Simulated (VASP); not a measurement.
# TiSi (Cmmm) in VASP: single point with LDA

Aim: the single point of TiSi with LDA.

All numbers are computed with VASP 6.6.1; they aren't measurements. Logs are shortened: lines on timing, memory, paths and dates and some standing lists are left out, and cuts for length are marked.

### 1 The cell of the first run

The structure is orthorhombic, space group Cmmm (No. 65). The conventional cell has a = 3.572 Å, b = 4.088 Å, c = 3.770 Å, α = 90.00°, β = 90.00°, γ = 90.00°. Ti (site symmetry mmm) has 8 Si at 2.60 to 2.78 Å and 4 Ti at 2.71 Å within 3.4 Å. Si (site symmetry mmm) has 8 Ti at 2.60 to 2.78 Å and 4 Si at 2.71 Å within 3.4 Å.

### 2 Single point, LDA

File INCAR:

```
PREC     = Accurate       # precision mode
ENCUT    = 500            # plane-wave cutoff, eV
EDIFF    = 1E-6           # SCF threshold, eV
ISMEAR   = 0              # smearing method
SIGMA    = 0.15           # smearing width, eV
LREAL    = False          # projectors in reciprocal space
LASPH    = True           # aspherical terms in the spheres
NELM     = 120            # most SCF steps
ALGO     = Normal         # electronic algorithm
ISIF     = 2              # what is computed and relaxed
LWAVE    = False          # write WAVECAR
LCHARG   = False          # write CHGCAR
NBANDS   = 42             # bands
GGA_COMPAT= False
```

File KPOINTS:

```
regular mesh
0
Gamma
  8 8 8
```

File POSCAR:

```
TiSi
1.0
   -3.7695186806      3.5724520422      0.0000000000
    3.7695186806      3.5724520422      0.0000000000
    0.0000000000     -3.5724520422     -4.0875910419
Ti Si
4 4
Direct
    0.4746220462      0.4746220462      0.4492440924
    0.9746220462      0.9746220462      0.4492440924
    0.4746220462      0.4746220462      0.9492440924
    0.9746220462      0.9746220462      0.9492440924
    0.4746279538      0.9746279538      0.9492559076
    0.9746279538      0.4746279538      0.9492559076
    0.4746279538      0.9746279538      0.4492559076
    0.9746279538      0.4746279538      0.4492559076
```

Potentials or basis: VASP PAW LDA potentials, release 64 (Ti_sv, Si).

The run is started by

```
cat potpaw_LDA.64/Ti_sv/POTCAR potpaw_LDA.64/Si/POTCAR > POTCAR
mpirun -np 1 vasp_std > vasp.out
```

OUTCAR:

```text
PREC = Accurate
   ENCUT = 500
   EDIFF = 1E-6
   ISMEAR = 0
   LREAL = False
   LASPH = True
   NELM = 120
   ISIF = 2

 ion  position               nearest neighbor table
   1  0.475  0.475  0.449-   7 2.60   8 2.60   8 2.60   7 2.60   3 2.71   4 2.71   3 2.71   4 2.71
                             5 2.78   6 2.78   5 2.78   6 2.78
   2  0.975  0.975  0.449-   7 2.60   8 2.60   7 2.60   8 2.60   3 2.71   4 2.71   4 2.71   3 2.71
                             5 2.78   6 2.78   6 2.78   5 2.78
   3  0.475  0.475  0.949-   5 2.60   6 2.60   6 2.60   5 2.60   1 2.71   2 2.71   1 2.71   2 2.71
                             7 2.78   8 2.78   7 2.78   8 2.78
   4  0.975  0.975  0.949-   5 2.60   6 2.60   5 2.60   6 2.60   1 2.71   2 2.71   2 2.71   1 2.71
                             7 2.78   8 2.78   8 2.78   7 2.78
   5  0.475  0.975  0.949-   3 2.60   4 2.60   3 2.60   4 2.60   7 2.71   7 2.71   8 2.71   8 2.71
                             1 2.78   2 2.78   2 2.78   1 2.78
   6  0.975  0.475  0.949-   3 2.60   4 2.60   4 2.60   3 2.60   8 2.71   7 2.71   8 2.71   7 2.71
                             1 2.78   2 2.78   1 2.78   2 2.78
   7  0.475  0.975  0.449-   1 2.60   2 2.60   1 2.60   2 2.60   5 2.71   5 2.71   6 2.71   6 2.71
                             3 2.78   4 2.78   4 2.78   3 2.78
   8  0.975  0.475  0.449-   1 2.60   2 2.60   2 2.60   1 2.60   6 2.71   5 2.71   6 2.71   5 2.71
                             3 2.78   4 2.78   3 2.78   4 2.78

  LATTYP: Found a face centered orthorhombic cell.
 ALAT       =     7.1449040844
 B/A-ratio  =     1.0551628506
 C/A-ratio  =     1.1441975969

  Lattice vectors:

 A1 = (   3.7695186806,   0.0000000000,  -4.0875910419)
 A2 = (   0.0000000000,   3.5724520422,  -4.0875910419)
 A3 = (   3.7695186806,   3.5724520422,   0.0000000000)

Analysis of symmetry for initial positions (statically):
=====================================================================
 Subroutine PRICEL returns following result:

  LATTYP: Found a base centered orthorhombic cell.
 ALAT       =     3.5724520422
 B/A-ratio  =     1.1441975969
 C/A-ratio  =     1.0551628506

  Lattice vectors:

 A1 = (   0.0000000000,  -1.7862260211,   2.0437955209)
 A2 = (   0.0000000000,  -1.7862260211,  -2.0437955209)
 A3 = (   3.7695186806,   0.0000000000,   0.0000000000)

   4 primitive cells build up your supercell.

 Routine SETGRP: Setting up the symmetry group for a
 face centered orthorhombic supercell.

 Subroutine GETGRP returns: Found  4 space group operations
 (whereof  4 operations were pure point group operations)
 out of a pool of  8 trial point group operations.

The static configuration has the point symmetry C_2v.

Analysis of symmetry for dynamics (positions and initial velocities):
=====================================================================
 Subroutine PRICEL returns following result:

  LATTYP: Found a base centered orthorhombic cell.
 ALAT       =     3.5724520422
 B/A-ratio  =     1.1441975969
 C/A-ratio  =     1.0551628506

  Lattice vectors:

 A1 = (   0.0000000000,  -1.7862260211,   2.0437955209)
 A2 = (   0.0000000000,  -1.7862260211,  -2.0437955209)
 A3 = (   3.7695186806,   0.0000000000,   0.0000000000)

   4 primitive cells build up your supercell.

 Routine SETGRP: Setting up the symmetry group for a
 face centered orthorhombic supercell.

 Subroutine GETGRP returns: Found  4 space group operations
 (whereof  4 operations were pure point group operations)
 out of a pool of  8 trial point group operations.

The dynamic configuration has the point symmetry C_2v.

 Subroutine INISYM returns: Found  4 space group operations
 (whereof  4 operations are pure point group operations),
 and found     4 'primitive' translations

----------------------------------------------------------------------------------------

                                     Primitive cell

  volume of cell :      27.5226

  direct lattice vectors                    reciprocal lattice vectors
     0.000000000 -1.786226021  2.043795521     0.000000000 -0.279919783  0.244642869
     0.000000000 -1.786226021 -2.043795521     0.000000000 -0.279919783 -0.244642869
     3.769518681  0.000000000  0.000000000     0.265285859  0.000000000  0.000000000

  length of vectors
     2.714351401  2.714351401  3.769518681     0.371759624  0.371759624  0.265285859

  position of ions in fractional coordinates (direct lattice)
     0.050755908  0.949244092  0.000000000
     0.550744092  0.449255908  0.500000000

  ion indices of the primitive-cell ions
   primitive index   ion index
                 1           1
                 2           7

----------------------------------------------------------------------------------------

 KPOINTS: regular mesh

Automatic generation of k-mesh.
 Grid dimensions read from file:
 generate k-points for:    8    8    8

 Generating k-lattice:

  Cartesian coordinates                     Fractional coordinates (reciprocal lattice)
    -0.016580366  0.017494986 -0.015290179     0.125000000  0.000000000  0.000000000
     0.016580366  0.017494986 -0.015290179     0.000000000  0.125000000  0.000000000
     0.000000000  0.000000000 -0.030580359     0.000000000  0.000000000  0.125000000

  Length of vectors
     0.028544223  0.028544223  0.030580359

  Shift w.r.t. Gamma in fractional coordinates (k-lattice)
     0.000000000  0.000000000  0.000000000

 Subroutine IBZKPT returns following result:
 ===========================================

 Found     95 irreducible k-points:

 Following reciprocal coordinates:
            Coordinates               Weight
  0.000000  0.000000  0.000000      1.000000
  0.125000  0.000000  0.000000      8.000000
  0.250000  0.000000  0.000000      8.000000
  0.375000  0.000000  0.000000      8.000000
  0.500000  0.000000  0.000000      4.000000
  0.125000  0.125000  0.000000      4.000000
[... 16 lines left out ...]
  0.125000  0.000000  0.125000      8.000000
  0.250000  0.000000  0.125000      8.000000
 [... further k-points ...]
   k-points           NKPTS =     95   k-points in BZ     NKDIM =     95   number of bands    NBANDS=     42
   number of dos      NEDOS =    301   number of ions     NIONS =      8
   total plane-waves  NPLWV =  64000
   dimension x,y,z NGX =    40 NGY =   40 NGZ =   40
   dimension x,y,z NGXF=    80 NGYF=   80 NGZF=   80
   ions per type =               4   4
   NGX,Y,Z   is equivalent  to a cutoff of  12.80, 12.80, 12.25 a.u.
   NGXF,Y,Z  is equivalent  to a cutoff of  25.61, 25.61, 24.50 a.u.
 SYSTEM =  unknown system
   PREC   = accura    normal or accurate (medium, high low for compatibility)
   ISTART =      0    job   : 0-new  1-cont  2-samecut
   ICHARG =      2    charge: 1-file 2-atom 10-const
   ISPIN  =      1    spin polarized calculation?
   LNONCOLLINEAR =      F non collinear calculations
   LSORBIT =      F    spin-orbit coupling
   LASPH  =      T    aspherical Exc in radial PAW
   ENCUT  =  500.0 eV  36.75 Ry    6.06 a.u.   9.47  9.47  9.90*2*pi/ulx,y,z
   NELM   =    120;   NELMIN=  2; NELMDL= -5     # of ELM steps
   EDIFF  = 0.1E-05   stopping-criterion for ELM
   LREAL  =      F    real-space projection
   EDIFFG = 0.1E-04   stopping-criterion for IOM
   NSW    =      0    number of steps for IOM
   IBRION =     -1    ionic relax: 0-MD 1-quasi-New 2-CG
   NFREE  =      0    steps in history (QN), initial steepest desc. (CG)
   ISIF   =      2    stress and relaxation
   ISYM   =      2    0-nonsym 1-usesym 2-fastsym
   POTIM  = 0.5000    time-step for ionic-motion
   TEBEG  =    0.0;   TEEND  =   0.0 temperature during run
   PSTRESS=    0.0 pullay stress
   NELECT =      64.0000    total number of electrons
   NUPDOWN=      -1.0000    fix difference up-down
   EMIN   =  10.00;   EMAX   =-10.00  energy-range for DOS
   EFERMI =   0.00;   METHOD = LEGACY
   ISMEAR =     0;   SIGMA  =   0.15  broadening in eV -4-tet -1-fermi 0-gaus
   EFERMI_NEDOS =   21; number of points for ismear=-14 and -15
   IALGO  =     38    algorithm
   IMIX   =      4    mixing-type and parameters
     AMIX     =   0.40;   BMIX     =  1.00
     AMIX_MAG =   1.60;   BMIX_MAG =  1.00
  volume/ion in A,a.u.               =      13.76        92.87
  Fermi-wavevector in a.u.,A,eV,Ry     =   1.366317  2.581965 25.399669  1.866823
  Thomas-Fermi vector in A             =   2.492469
   LORBIT       =      0    0 simple, 1 ext, 2 COOP (PROOUT), +10 PAW based schemes
   GGA     = CA    functional components
   LHFCALC =     F    Hartree Fock is set to
   AEXX    =    0.0000 exact exchange contribution
   IVDW    =     0    specifies the selected vdW correction
   LEPSILON=     F    determine dielectric tensor
   LRPA    =     F    only Hartree local field effects (RPA)
 non-spin polarized calculation
 Gauss-broadening in eV      SIGMA  =   0.15
  energy-cutoff  :      500.00
  volume of cell :      110.09
 maximum number of plane-waves:      2820
 NGX is ok and might be reduce to    40
   NGX = 19   NGY = 19   NGZ = 19

 number of electron      64.0000004 magnetization

 Free energy of the ion-electron system (eV)
  ---------------------------------------------------
  ext. energy  EPLUGINS =         0.00000000
  ---------------------------------------------------
  free energy    TOTEN  =       -63.10350258 eV

  energy without entropy =      -63.05491153  energy(sigma->0) =      -63.07920705

 E-fermi :  10.7856     XC(G=0): -12.2105

 val. band max:       10.7685596273   @ k =  -0.1250   0.2500   0.2500
 cond. band min:      10.7973682323   @ k =   0.1250   0.1250   0.3750
 fundamental gap:      0.0288086050
 Fermi energy:        10.7856100406

 k-point     1 :       0.0000    0.0000    0.0000
  band No.  band energies     occupation
      1     -45.1427      2.00000
      2     -45.0405      2.00000
      3     -45.0405      2.00000
      4     -44.9498      2.00000
      5     -22.1111      2.00000
      6     -22.1111      2.00000
[... 34 lines left out ...]
     41      12.8032      0.00000
     42      13.1987      0.00000

 k-point     2 :       0.1250    0.0000    0.0000
  band No.  band energies     occupation
      1     -45.1388      2.00000
      2     -45.0444      2.00000
      3     -45.0371      2.00000
      4     -44.9533      2.00000
      5     -22.1069      2.00000
      6     -22.0851      2.00000
[... 34 lines left out ...]
     41      12.7903      0.00000
     42      13.3146      0.00000

 k-point     3 :       0.2500    0.0000    0.0000
  band No.  band energies     occupation
      1     -45.1278      2.00000
      2     -45.0555      2.00000
      3     -45.0273      2.00000
      4     -44.9632      2.00000
      5     -22.0948      2.00000
      6     -22.0246      2.00000
[... 34 lines left out ...]
     41      13.0439      0.00000
     42      13.1944      0.00000

 k-point     4 :       0.3750    0.0000    0.0000
  band No.  band energies     occupation
      1     -45.1113      2.00000
      2     -45.0722      2.00000
      3     -45.0127      2.00000
      4     -44.9780      2.00000
      5     -22.0768      2.00000
      6     -22.0359      2.00000
[... 844 lines left out ...]
     41      12.6872      0.00000
     42      13.4090      0.00000

 k-point    23 :       0.1250    0.0000    0.1250
  band No.  band energies     occupation
      1     -45.1248      2.00000
      2     -45.0513      2.00000
      3     -45.0305      2.00000
      4     -44.9675      2.00000
      5     -22.0712      2.00000
      6     -22.0089      2.00000
[... 34 lines left out ...]
     41      12.7868      0.00000
     42      13.2133      0.00000

 k-point    24 :       0.2500    0.0000    0.1250
  band No.  band energies     occupation
      1     -45.1086      2.00000
      2     -45.0677      2.00000
      3     -45.0156      2.00000
      4     -44.9826      2.00000
      5     -22.0539      2.00000
      6     -22.0089      2.00000
[... 34 lines left out ...]
     41      12.9768      0.00000
     42      13.1632      0.00000

 [... further k-points ...]

------------------------ aborting loop because EDIFF is reached ----------------------------------------

  FORCE on cell =-STRESS in cart. coord.  units (eV):
  Direction    XX          YY          ZZ          XY          YZ          ZX
  --------------------------------------------------------------------------------------
  -------------------------------------------------------------------------------------
  Total        0.1316088      0.1254356      0.0033622      0.0000000      0.0000000      0.0000000
  in kB        1.9153397      1.8254996      0.0489315      0.0000000      0.0000000      0.0000000
  external PRESSURE =       1.2632570 kB  Pullay stress =       0.0000000 kB

 VOLUME and BASIS-vectors are now :
 -----------------------------------------------------------------------------
  energy-cutoff  :      500.00
  volume of cell :      110.09
      direct lattice vectors                 reciprocal lattice vectors
    -3.769518681  3.572452042  0.000000000    -0.132642929  0.139959891 -0.122321435
     3.769518681  3.572452042  0.000000000     0.132642929  0.139959891 -0.122321435
     0.000000000 -3.572452042 -4.087591042     0.000000000  0.000000000 -0.244642869

 POSITION                                       TOTAL-FORCE (eV/Angst)
 -----------------------------------------------------------------------------------
      0.00000      1.78623     -1.83633         0.000000      0.000000     -0.000058
      0.00000      5.35868     -1.83633         0.000000      0.000000     -0.000058
      0.00000     -0.00000     -3.88012         0.000000      0.000000     -0.000058
      0.00000      3.57245     -3.88012         0.000000      0.000000     -0.000058
      1.88476      1.78623     -3.88017         0.000000     -0.000000      0.000058
     -1.88476      1.78623     -3.88017         0.000000     -0.000000      0.000058
      1.88476      3.57245     -1.83637         0.000000     -0.000000      0.000058
     -1.88476      3.57245     -1.83637         0.000000     -0.000000      0.000058
 -----------------------------------------------------------------------------------
    total drift:                               -0.000000     -0.000000      0.000056

  FREE ENERGIE OF THE ION-ELECTRON SYSTEM (eV)
  ---------------------------------------------------
  free  energy   TOTEN  =       -63.1035025763 eV

  energy  without entropy=      -63.0549115300  energy(sigma->0) =      -63.07920705
```

It took 13 min on 1 thread of Intel Xeon 8259CL, shared host; peak memory 0.41 GiB.

What came out:

```yaml
Free_energy: -63.1035 eV
Pressure: 0.1 GPa
Band_gap_on_the_k_mesh: zero (bands 32 and 33 overlap by 1.77 eV)
```

Levels at points of the mesh, in eV from the Fermi level:
```
           k point  band 29  band 30  band 31  band 32  band 33  band 34  band 35  band 36
(0.00, 0.00, 0.00)    -1.79    -1.66    -1.40    -1.31    -1.07    -0.50     1.34     1.34
(0.50, 0.00, 0.00)    -0.82    -0.82     0.05     0.05     0.14     0.14     1.23     1.23
(0.50, 0.50, 0.00)    -1.01    -0.90    -0.90     0.41     0.77     1.67     1.67     1.73
(0.00, 0.00, 0.50)    -0.83    -0.83    -0.24    -0.24     0.07     0.07     0.54     0.54
(0.50, 0.50, 0.50)    -1.97    -1.97     0.53     0.53     0.82     0.82     0.84     0.84
```
